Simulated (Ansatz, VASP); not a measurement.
Two plane-wave programs on WSe2

Contents of INCAR:

```
ALGO = Normal ; EDIFF = 1E-6
ENCUT = 520 ; GGA = PS
ISIF = 2 ; ISMEAR = -5
LASPH = True ; LCHARG = True
LELF = True ; LREAL = False
LVHAR = True ; LWAVE = False
NBANDS = 35 ; NELM = 60
PREC = Accurate ; SIGMA = 0.1
```

Contents of KPOINTS:

```
k-points
0
Gamma
  6 6 2
```

The input POSCAR:

```
WSe2
1.0
    3.2996674443      0.0000000000      0.0000000000
   -1.6498337221      2.8575958308      0.0000000000
    0.0000000000      0.0000000000     13.1487009308
W Se
2 4
Direct
    0.3333333333      0.6666666667      0.2500000000
    0.6666666667      0.3333333333      0.7500000000
    0.6666666667      0.3333333333      0.3766602599
    0.6666666667      0.3333333333      0.1233397401
    0.3333333333      0.6666666667      0.8766602599
    0.3333333333      0.6666666667      0.6233397401
```

Input for Ansatz:

```yaml
crystal:
  lattice:
    - [3.2996674443, 0.0, 0.0]
    - [-1.6498337221, 2.8575958308, 0.0]
    - [0.0, 0.0, 13.1487009308]
  atoms:
    - { symbol: W, position: [0.3333333333, 0.6666666667, 0.25] }
    - { symbol: W, position: [0.6666666667, 0.3333333333, 0.75] }
    - { symbol: Se, position: [0.6666666667, 0.3333333333, 0.3766602599] }
    - { symbol: Se, position: [0.6666666667, 0.3333333333, 0.1233397401] }
    - { symbol: Se, position: [0.3333333333, 0.6666666667, 0.8766602599] }
    - { symbol: Se, position: [0.3333333333, 0.6666666667, 0.6233397401] }
kpoints:
  mp_grid: { grid: [6, 6, 2] }
hamiltonian:
  xc: pbesol
scf:
  occupations: { method: tetrahedron }
  n_extra_bands: 5
output:
  forces: true
  stress: true
  eigenvalues: true
```

Alike in both runs: task single point; functional PBEsol; k mesh 6 × 6 × 2; occupations tetrahedron; no spin polarisation.

|  | VASP | Ansatz |
| --- | --- | --- |
| version | VASP 6.6.1 | Ansatz 0.2.0 |
| potentials or method | VASP PAW PBE potentials, release 64 (W_sv, Se) | plane waves |
| plane-wave cutoff (eV) | 520 | 420 |
| valence electrons in the cell | 52 | 92 |

VASP gave:

* gap on the k mesh at the Fermi level (eV): 1.00
* pressure (GPa): -1.1
* traceless stress, the component that is largest in VASP (GPa): 1.29
* rms of the force components (eV/Å): 0.012

Problem. What did Ansatz give for the same quantities?

Solution. gap on the k mesh at the Fermi level (eV): 1.01; pressure (GPa): -1.5; traceless stress, the component that is largest in VASP (GPa): 1.20; rms of the force components (eV/Å): 0.016.

VASP's potentials were made for PBE, not for PBEsol. Atom by atom the forces differ by 0.028 eV/Å (rms over components). VASP's potentials hold 52 valence electrons a cell and Ansatz's 92, so a difference there can come from the potentials and not from the codes. Ansatz's warnings: band table not solved further, tetrahedron derivatives may miss energy slope.

Neither program's run includes spin-orbit coupling.
